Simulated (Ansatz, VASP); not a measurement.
Mg in VASP and in Ansatz

Contents of INCAR:

```
SYSTEM = Mg
ALGO     = Normal         ! electronic algorithm
EDIFF    = 1E-7           ! SCF threshold, eV
ENCUT    = 520            ! plane-wave cutoff, eV
GGA      = PS             ! functional
ISIF     = 2              ! what is computed and relaxed
ISMEAR   = -1             ! smearing method
LASPH    = .True.         ! aspherical terms in the spheres
LCHARG   = .False.        ! write CHGCAR
LREAL    = .False.        ! projectors in reciprocal space
LWAVE    = .False.        ! write WAVECAR
NBANDS   = 9              ! bands
NELM     = 80             ! most SCF steps
PREC     = Accurate       ! precision mode
SIGMA    = 0.08           ! smearing width, eV
```

Contents of KPOINTS:

```
k-points
0
Gamma
  12 12 7
  0 0 0
```

The input POSCAR:

```
Mg
1.0
    3.1443151174      0.0000000000      0.0000000000
   -1.5721575586      2.7230567692      0.0000000000
    0.0000000000      0.0000000000      5.1048716881
Mg
2
Direct
    0.3333333333      0.6666666667      0.2500000000
    0.6666666667      0.3333333333      0.7500000000
```

Input for Ansatz:

```yaml
crystal:
  lattice:
    - [3.1443151174, 0.0, 0.0]
    - [-1.5721575586, 2.7230567692, 0.0]
    - [0.0, 0.0, 5.1048716881]
  atoms:
    - { symbol: Mg, position: [0.3333333333, 0.6666666667, 0.25] }
    - { symbol: Mg, position: [0.6666666667, 0.3333333333, 0.75] }
kpoints:
  mp_grid: { grid: [12, 12, 7] }
scf:
  occupations: { method: fermi_dirac, width: 0.08 }
hamiltonian:
  xc: pbesol
  pseudopotentials: { kind: all_electron, lapw: { basis_error: 0.0005 } }
output:
  forces: true
  stress: true
  eigenvalues: true
```

Change from the starting cell: volume scaled by 0.9405.

Alike in both runs: task single point; functional PBEsol; k mesh 12 × 12 × 7; occupations fermi-dirac, width 0.08 eV; no spin polarisation.

|  | VASP | Ansatz |
| --- | --- | --- |
| version | VASP 6.6.1 | Ansatz 0.2.0 |
| potentials or method | VASP PAW PBE potentials, release 64 (Mg), cutoff 520 eV | all-electron LAPW, scalar-relativistic |

```csv
,VASP,Ansatz,Ansatz less VASP
pressure (GPa),1.1,1.1,+0.02
"traceless stress, the component that is largest in VASP (GPa)",-0.57,-0.57,+0.002
```

VASP's potentials were made for PBE, not for PBEsol. Ansatz ran all-electron here, and VASP with PAW potentials.
